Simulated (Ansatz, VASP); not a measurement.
## Cr: VASP beside Ansatz

Contents of POSCAR:

```
Cr
1.0
    2.9235789679      0.0000000000      0.0000000000
    0.0000000000      2.9235789679      0.0000000000
    0.0000000000      0.0000000000      2.9235789679
Cr
2
Direct
    0.0000000000      0.0000000000      0.0000000000
    0.5000000000      0.5000000000      0.5000000000
```

File INCAR.step1:

```
SYSTEM = Cr
PREC = Accurate
ENCUT = 520
ISMEAR = -1
SIGMA = 0.05
LREAL = .FALSE.
LASPH = .TRUE.
NELM = 150
ISPIN = 2
MAGMOM = 2.525 -2.525
LMAXMIX = 4
NBANDS = 23
GGA = PE
ALGO = Normal
EDIFF = 1E-4
LWAVE = .TRUE.
LCHARG = .FALSE.
```

File INCAR.step2:

```
SYSTEM = Cr
PREC = Accurate
ENCUT = 520
EDIFF = 1E-7
ISMEAR = -1
SIGMA = 0.05
LREAL = .FALSE.
LASPH = .TRUE.
NELM = 150
ALGO = Normal
ISIF = 2
LWAVE = .FALSE.
LCHARG = .FALSE.
ISPIN = 2
MAGMOM = 2.525 -2.525
LORBIT = 11
LMAXMIX = 4
METAGGA = R2SCAN
LMIXTAU = .TRUE.
NBANDS = 23
ISTART = 1
```

Contents of KPOINTS:

```
Automatic mesh
0
G
  17 17 17
  0 0 0
```

Input for Ansatz:

```yaml
crystal:
  lattice:
    - [2.9235789679, 0.0, 0.0]
    - [0.0, 2.9235789679, 0.0]
    - [0.0, 0.0, 2.9235789679]
  atoms:
    - { symbol: Cr, position: [0.0, 0.0, 0.0], spin: 2.525 }
    - { symbol: Cr, position: [0.5, 0.5, 0.5], spin: -2.525 }
hamiltonian:
  xc: r2scan
  pseudopotentials:
    kind: paw
    azcp:
      Cr: "pseudopotentials/Cr.paw.azcp"
basis:
  ecutwfc: 500
  fft_grid_basis: typed
kpoints:
  mp_grid: { grid: [17, 17, 17], shift: [0, 0, 0] }
magnetization:
  spin_polarized: true
scf:
  occupations: { method: fermi_dirac, width: 0.05 }
output:
  stress: true
```

Alike in both runs: task single point; functional r2SCAN; k mesh 17 × 17 × 17; occupations fermi-dirac, width 0.05 eV; collinear spin.

|  | VASP | Ansatz |
| --- | --- | --- |
| version | VASP 6.6.1 | Ansatz 0.2.0 |
| potentials or method | VASP PAW PBE potentials, release 64 (Cr_pv), cutoff 520 eV | plane waves (500 eV) with PAW, scalar-relativistic |
| valence electrons in the cell | 24 | 28 |

VASP gave:

| Quantity | Value |
| --- | --- |
| pressure (GPa) | 5.0 |
| net moment per atom (μB) | 0.00 |
| size of the moment on the site where the two differ most (μB) | 2.52 |

Q: What did Ansatz give for the same quantities?

A: Pressure (GPa): 4.4; net moment per atom (μB): 0.00; size of the moment on the site where the two differ most (μB): 2.35.

VASP's potentials were made for PBE, not for r2SCAN. Site moments also hang on the region over which each program counts them. The functional is the same, so the differences come from potentials, cutoffs and numerics. VASP's potentials hold 24 valence electrons a cell and Ansatz's 28, so a difference there can come from the potentials and not from the codes. Ansatz's warnings: stability check not made.
